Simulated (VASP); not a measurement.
# CdS (P6_3mc) in VASP: further runs, part 3 of 3

VASP 6.6.1. Earlier steps stand in the parts before.

### Step 5. Electric field gradients, PBEsol (equal xx and yy strain of +3 %)

The input, INCAR:

```
PREC = Accurate ; ENCUT = 520
EDIFF = 1E-8 ; ISMEAR = -1
SIGMA = 0.01 ; LREAL = False
LASPH = True ; NELM = 80
ALGO = Normal ; ISIF = 2
LWAVE = False ; LCHARG = False
GGA = PS ; LEFG = True
NBANDS = 26
```

The input, KPOINTS:

```
regular mesh
0
Gamma
  7 7 4
```

The input, POSCAR:

```
CdS
1.0
    4.2588431795      0.0000000000      0.0000000000
   -2.1294215898      3.6882663842      0.0000000000
    0.0000000000      0.0000000000      6.7490000000
Cd S
2 2
Direct
    0.3333333333      0.6666666667      0.0000000000
    0.6666666667      0.3333333333      0.5000000000
    0.3333333333      0.6666666667      0.3850000000
    0.6666666667      0.3333333333      0.8850000000
```

Potentials or basis: VASP PAW PBE potentials, release 64 (Cd, S).

Started as:

```bash
$ cat potpaw_PBE.64/Cd/POTCAR potpaw_PBE.64/S/POTCAR > POTCAR
$ mpirun -np 1 vasp_std > vasp.out
```

OUTCAR:

```text
PREC = Accurate
   ENCUT = 520
   EDIFF = 1E-8
   ISMEAR = -1
   LREAL = False
   LASPH = True
   NELM = 80
   ISIF = 2
   GGA = PS

 ion  position               nearest neighbor table
   1  0.333  0.667  0.000-   4 2.58   4 2.58   4 2.58   3 2.60
   2  0.667  0.333  0.500-   3 2.58   3 2.58   3 2.58   4 2.60
   3  0.333  0.667  0.385-   2 2.58   2 2.58   2 2.58   1 2.60
   4  0.667  0.333  0.885-   1 2.58   1 2.58   1 2.58   2 2.60

  LATTYP: Found a hexagonal cell.
 ALAT       =     4.2588431795
 C/A-ratio  =     1.5847026330

  Lattice vectors:

 A1 = (   4.2588431795,   0.0000000000,   0.0000000000)
 A2 = (  -2.1294215898,   3.6882663842,   0.0000000000)
 A3 = (   0.0000000000,   0.0000000000,   6.7490000000)

Analysis of symmetry for initial positions (statically):
=====================================================================
 Subroutine PRICEL returns:
 Original cell was already a primitive cell.

 Routine SETGRP: Setting up the symmetry group for a
 hexagonal supercell.

 Subroutine GETGRP returns: Found 12 space group operations
 (whereof  6 operations were pure point group operations)
 out of a pool of 24 trial point group operations.

The static configuration has the point symmetry C_3v.
 The point group associated with its full space group is C_6v.

Analysis of symmetry for dynamics (positions and initial velocities):
=====================================================================
 Subroutine PRICEL returns:
 Original cell was already a primitive cell.

 Routine SETGRP: Setting up the symmetry group for a
 hexagonal supercell.

 Subroutine GETGRP returns: Found 12 space group operations
 (whereof  6 operations were pure point group operations)
 out of a pool of 24 trial point group operations.

The dynamic configuration has the point symmetry C_3v.
 The point group associated with its full space group is C_6v.

 Subroutine INISYM returns: Found 12 space group operations
 (whereof  6 operations are pure point group operations),
 and found     1 'primitive' translations

----------------------------------------------------------------------------------------

                                     Primitive cell

  volume of cell :     106.0116

  direct lattice vectors                    reciprocal lattice vectors
     4.258843180  0.000000000  0.000000000     0.234805546  0.135565045  0.000000000
    -2.129421590  3.688266384  0.000000000     0.000000000  0.271130091  0.000000000
     0.000000000  0.000000000  6.749000000     0.000000000  0.000000000  0.148170099

  length of vectors
     4.258843180  4.258843180  6.749000000     0.271130091  0.271130091  0.148170099

  position of ions in fractional coordinates (direct lattice)
     0.333333333  0.666666667  0.000000000
     0.666666667  0.333333333  0.500000000
     0.333333333  0.666666667  0.385000000
     0.666666667  0.333333333  0.885000000

  ion indices of the primitive-cell ions
   primitive index   ion index
                 1           1
                 2           2
                 3           3
                 4           4

[... 85 lines left out ...]
   ISMEAR =    -1;   SIGMA  =   0.01  broadening in eV -4-tet -1-fermi 0-gaus
   EFERMI_NEDOS =   21; number of points for ismear=-14 and -15
   IALGO  =     38    algorithm
   IMIX   =      4    mixing-type and parameters
     AMIX     =   0.40;   BMIX     =  1.00
     AMIX_MAG =   1.60;   BMIX_MAG =  1.00
  volume/ion in A,a.u.               =      26.50       178.85
  Fermi-wavevector in a.u.,A,eV,Ry     =   1.142154  2.158358 17.749005  1.304515
  Thomas-Fermi vector in A             =   2.278852
   LORBIT       =      0    0 simple, 1 ext, 2 COOP (PROOUT), +10 PAW based schemes
   GGA     = PS    functional components
   LHFCALC =     F    Hartree Fock is set to
   AEXX    =    0.0000 exact exchange contribution
   IVDW    =     0    specifies the selected vdW correction
   LEPSILON=     F    determine dielectric tensor
   LRPA    =     F    only Hartree local field effects (RPA)
 non-spin polarized calculation
  energy-cutoff  :      520.00
  volume of cell :      106.01
 maximum number of plane-waves:      2872
 NGX is ok and might be reduce to    32
   NGX = 15   NGY = 15   NGZ = 25

 number of electron      35.9999994 magnetization

 Free energy of the ion-electron system (eV)
  ---------------------------------------------------
  ext. energy  EPLUGINS =         0.00000000
  ---------------------------------------------------
  free energy    TOTEN  =       -13.55197666 eV

  energy without entropy =      -13.55197666  energy(sigma->0) =      -13.55197666

 E-fermi :   0.9149     XC(G=0):  -9.0607

 val. band max:        0.6819766144   @ k =   0.0000   0.0000   0.0000
 cond. band min:       1.6137653383   @ k =   0.0000   0.0000   0.0000
 fundamental gap:      0.9317887239
 Fermi energy:         0.9148585570

 k-point     1 :       0.0000    0.0000    0.0000
  band No.  band energies     occupation
      1     -11.3303      2.00000
      2     -10.9336      2.00000
      3      -6.8231      2.00000
      4      -6.8231      2.00000
      5      -6.7961      2.00000
      6      -6.7566      2.00000
[... 685 lines left out ...]
     25       9.1182      0.00000
     26       9.1182      0.00000

------------------------ aborting loop because EDIFF is reached ----------------------------------------

  FORCE on cell =-STRESS in cart. coord.  units (eV):
  Direction    XX          YY          ZZ          XY          YZ          ZX
  --------------------------------------------------------------------------------------
  -------------------------------------------------------------------------------------
  Total       -2.4225737     -2.4225737     -1.8825402      0.0000000      0.0000000      0.0000000
  in kB      -36.6129077    -36.6129077    -28.4512583      0.0000000      0.0000000      0.0000000
  external PRESSURE =     -33.8923579 kB  Pullay stress =       0.0000000 kB

 VOLUME and BASIS-vectors are now :
 -----------------------------------------------------------------------------
  energy-cutoff  :      520.00
  volume of cell :      106.01
      direct lattice vectors                 reciprocal lattice vectors
     4.258843180  0.000000000  0.000000000     0.234805546  0.135565045  0.000000000
    -2.129421590  3.688266384  0.000000000     0.000000000  0.271130091  0.000000000
     0.000000000  0.000000000  6.749000000     0.000000000  0.000000000  0.148170099

 POSITION                                       TOTAL-FORCE (eV/Angst)
 -----------------------------------------------------------------------------------
     -0.00000      2.45884      0.00000         0.000000     -0.000000      0.074264
      2.12942      1.22942      3.37450         0.000000      0.000000      0.074264
     -0.00000      2.45884      2.59836         0.000000     -0.000000     -0.074264
      2.12942      1.22942      5.97286        -0.000000      0.000000     -0.074264
 -----------------------------------------------------------------------------------
    total drift:                               -0.000000      0.000000     -0.000011

  FREE ENERGIE OF THE ION-ELECTRON SYSTEM (eV)
  ---------------------------------------------------
  free  energy   TOTEN  =       -13.5519766608 eV

  energy  without entropy=      -13.5519766608  energy(sigma->0) =      -13.55197666

 Electric field gradients (V/A^2)
---------------------------------------------------------------------
 ion       V_xx      V_yy      V_zz      V_xy      V_xz      V_yz
---------------------------------------------------------------------
   1      -5.692    -5.690    11.382     0.002     0.000    -0.000
   2      -5.692    -5.690    11.382     0.002    -0.000     0.000
   3       5.016     5.016   -10.033     0.000    -0.000     0.000
   4       5.016     5.016   -10.033     0.000     0.000    -0.000
---------------------------------------------------------------------

 Electric field gradients after diagonalization (V/A^2)
 (convention: |V_zz| > |V_xx| > |V_yy|)
----------------------------------------------------------------------
 ion       V_xx      V_yy      V_zz     asymmetry (V_yy - V_xx)/ V_zz
----------------------------------------------------------------------
   1      -5.693    -5.689    11.382       0.000
   2      -5.693    -5.689    11.382       0.000
   3       5.016     5.016   -10.033       0.000
   4       5.016     5.016   -10.033       0.000
----------------------------------------------------------------------

           NMR quadrupolar parameters

 Cq : quadrupolar parameter    Cq=e*Q*V_zz/h
 eta: asymmetry parameters     (V_yy - V_xx)/ V_zz
 Q  : nuclear electric quadrupole moment in mb (millibarn)
----------------------------------------------------------------------
 ion       Cq(MHz)       eta       Q (mb)
----------------------------------------------------------------------
   1       0.028       0.000       1.000
   2       0.028       0.000       1.000
   3      -0.024       0.000       1.000
   4      -0.024       0.000       1.000
----------------------------------------------------------------------
```

OSZICAR:

```text
N       E                     dE             d eps       ncg     rms          rms(c)
DAV:   1     0.239790279750E+03    0.23979E+03   -0.17149E+04  1248   0.125E+03
DAV:   2    -0.111799370288E+01   -0.24091E+03   -0.23315E+03  1388   0.315E+02
DAV:   3    -0.144205432011E+02   -0.13303E+02   -0.13213E+02  1424   0.733E+01
[... 11 lines left out ...]
DAV:  15    -0.135519766966E+02    0.67667E-07   -0.21862E-07  1462   0.250E-03    0.341E-03
DAV:  16    -0.135519766174E+02    0.79149E-07   -0.49095E-08  1370   0.153E-03    0.128E-03
DAV:  17    -0.135519766386E+02   -0.21211E-07   -0.20095E-09   722   0.261E-04    0.515E-04
DAV:  18    -0.135519766535E+02   -0.14900E-07   -0.19052E-09   652   0.309E-04    0.195E-04
DAV:  19    -0.135519766608E+02   -0.73264E-08   -0.13496E-09   648   0.204E-04
   1 F= -.13551977E+02 E0= -.13551977E+02  d E =-.194796E-12
```

stdout:

```text
POSCAR found type information on POSCAR CdS
 POSCAR found :  2 types and       4 ions
 scaLAPACK will be used
 -----------------------------------------------------------------------------
|                                                                             |
|                                                                             |
|     You enforced a specific xc type in the INCAR file but a different       |
|     I HOPE YOU KNOW WHAT YOU ARE DOING!                                     |
|                                                                             |
 -----------------------------------------------------------------------------

 LDA part: xc-table for (Slater+PW92), standard interpolation
 POSCAR, INCAR and KPOINTS ok, starting setup
 FFT: planning ... GRIDC
 FFT: planning ... GRID_SOFT
 FFT: planning ... GRID
 WAVECAR not read
 entering main loop
ion   1

ion   2

ion   3

ion   4
```

It took 52 s on 1 thread of Intel Xeon Platinum 8124M at 3.00GHz (Skylake/Cascade Lake), shared host; peak memory 0.23 GiB.

What came out:

| Property | Result |
| --- | --- |
| Free energy | -13.5520 eV |
| Pressure | -3.4 GPa |
| Largest force | 0.074 eV/Å |
| Band gap on the k mesh | 0.93 eV, direct |

Forces in eV/Å, atoms in the order of the input:
```
Cd   0.000  0.000  0.074
Cd   0.000  0.000  0.074
S    0.000  0.000 -0.074
S    0.000  0.000 -0.074
```

Electric field gradients, principal values (V/Å²):
| atom | least | middle | greatest (by size) |
| --- | --- | --- | --- |
| 1 Cd | -5.689 | -5.693 | 11.382 |
| 2 Cd | -5.689 | -5.693 | 11.382 |
| 3 S | 5.016 | 5.016 | -10.033 |
| 4 S | 5.016 | 5.016 | -10.033 |

Caveat: the cell differs from its parent crystal (equal xx and yy strain of +3 %); without QUAD_EFG the Cq values of the log hold for a quadrupole moment of 1 mb, not for the nuclei; the PAW data sets were made with another functional, which shifts forces and pressure a little.
